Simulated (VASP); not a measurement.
Wanted: the native input for a VASP 6.6.1 run.

```
Task                   : single point
Functional             : LDA
Potentials or basis    : VASP PAW LDA potentials, release 64 (Zr_sv, Ag)
Cutoff                 : 520 eV
k mesh                 : 7 × 7 × 8
Occupations            : fermi-dirac, width 0.05 eV
Spin                   : no spin polarisation
Dipole correction      : no
Further INCAR settings : ALGO = Normal; EDIFF = 1e-06; NBANDS = 32
```

The structure of Zr3Ag lies in POSCAR:

```
Zr3Ag
1.0
    4.4727901724      0.0000000000      0.0000000000
    0.0000000000      4.4727901724      0.0000000000
    0.0000000000      0.0000000000      3.9046302293
Zr Ag
3 1
Direct
    0.5000000000      0.5000000000      0.0000000000
    0.0000000000      0.5000000000      0.5000000000
    0.5000000000      0.0000000000      0.5000000000
    0.0000000000      0.0000000000      0.0000000000
```

These files were run (other wordings do the same):

INCAR

```
SYSTEM = Zr3Ag
PREC     = Accurate       ! precision mode
ENCUT    = 520            ! plane-wave cutoff, eV
EDIFF    = 1E-6           ! SCF threshold, eV
ISMEAR   = -1             ! smearing method
SIGMA    = 0.05           ! smearing width, eV
LREAL    = .False.        ! projectors in reciprocal space
LASPH    = .True.         ! aspherical terms in the spheres
NELM     = 80             ! most SCF steps
ALGO     = Normal         ! electronic algorithm
ISIF     = 2              ! what is computed and relaxed
LWAVE    = .False.        ! write WAVECAR
LCHARG   = .False.        ! write CHGCAR
GGA      = CA             ! functional
NBANDS   = 32             ! bands
```

KPOINTS

```
regular mesh
0
Gamma
  7 7 8
  0 0 0
```

Potentials or basis: VASP PAW LDA potentials, release 64 (Zr_sv, Ag).

Command:

```bash
$ cat potpaw_LDA.64/Zr_sv/POTCAR potpaw_LDA.64/Ag/POTCAR > POTCAR
$ mpirun -np 1 vasp_std > vasp.out
```

Results of the run:

```yaml
Pressure: 1.8 GPa
Band_gap_on_the_k_mesh: zero (an odd number of electrons rules out a gap without spin polarisation)
```

Run time: 46 s on 1 thread of Intel(R) Xeon(R) 6975P-C (Granite Rapids), with other jobs on the host, peak memory 0.23 GiB.
